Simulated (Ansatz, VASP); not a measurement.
One calculation of ZnS, two programs

POSCAR

```
ZnS
1.0
    0.0000000000     -2.7046500000     -2.7046500000
    0.0000000000      2.7046500000     -2.7046500000
    5.4093000000      0.0000000000      0.0000000000
Zn S
2 2
Direct
    0.4607838289      0.5000000000      0.5000000000
    0.0392161711      0.0000000000      0.0000000000
   -0.0238661965      0.5000000000      0.2500000000
    0.5238661965      0.0000000000      0.7500000000
```

File INCAR.step1:

```
SYSTEM = ZnS
PREC = Accurate
ENCUT = 520
ISMEAR = 0
SIGMA = 0.05
LREAL = .FALSE.
LASPH = .TRUE.
NELM = 100
NBANDS = 26
GGA = PE
ALGO = Normal
EDIFF = 1E-4
LWAVE = .TRUE.
LCHARG = .FALSE.
```

File INCAR.step2:

```
SYSTEM = ZnS
PREC = Accurate
ENCUT = 520
EDIFF = 1E-7
ISMEAR = 0
SIGMA = 0.05
LREAL = .FALSE.
LASPH = .TRUE.
NELM = 100
ALGO = Normal
ISIF = 2
LWAVE = .FALSE.
LCHARG = .TRUE.
METAGGA = R2SCAN
LMIXTAU = .TRUE.
LELF = .TRUE.
LVHAR = .TRUE.
NBANDS = 26
ISTART = 1
```

The input KPOINTS:

```
regular mesh
0
G
  6 6 4
  0 0 0
```

Input for Ansatz:

```yaml
crystal:
  lattice:
    - [0.0, -2.70465, -2.70465]
    - [0.0, 2.70465, -2.70465]
    - [5.4093, 0.0, 0.0]
  atoms:
    - { symbol: Zn, position: [0.4607838289, 0.5, 0.5] }
    - { symbol: Zn, position: [0.0392161711, 0.0, 0.0] }
    - { symbol: S, position: [-0.0238661965, 0.5, 0.25] }
    - { symbol: S, position: [0.5238661965, 0.0, 0.75] }
basis:
  ecutwfc: 500
kpoints:
  mp_grid: { grid: [6, 6, 4] }
hamiltonian:
  xc: r2scan
scf:
  occupations: { method: gaussian, width: 0.05 }
output:
  forces: true
  stress: true
  eigenvalues: true
```

Change from the starting cell: mode 4 (93.6 1/cm) frozen in, largest displacement -0.150 Å.

Alike in both runs: task single point; functional r2SCAN; k mesh 6 × 6 × 4; occupations gaussian, width 0.05 eV; no spin polarisation.

|  | VASP | Ansatz |
| --- | --- | --- |
| version | VASP 6.6.1 | Ansatz 0.2.0 |
| potentials or method | VASP PAW PBE potentials, release 64 (Zn, S), cutoff 520 eV | scalar-relativistic, plane waves, PAW |
| valence electrons in the cell | 36 | 36 |

```tsv
	VASP	Ansatz	Ansatz less VASP
gap on the k mesh at the Fermi level (eV)	2.60	2.59	-0.010
least direct gap on the mesh (eV)	2.60	2.59	-0.010
pressure (GPa)	-1.0	-1.0	-0.09
traceless stress, the component that is largest in VASP (GPa)	0.30	0.30	+0.003
rms of the force components (eV/Å)	0.149	0.151	+0.0015
```

VASP's potentials were made for PBE, not for r2SCAN. Atom by atom the forces differ by 0.002 eV/Å (rms over components). The functional is the same, so the differences come from potentials, cutoffs and numerics.
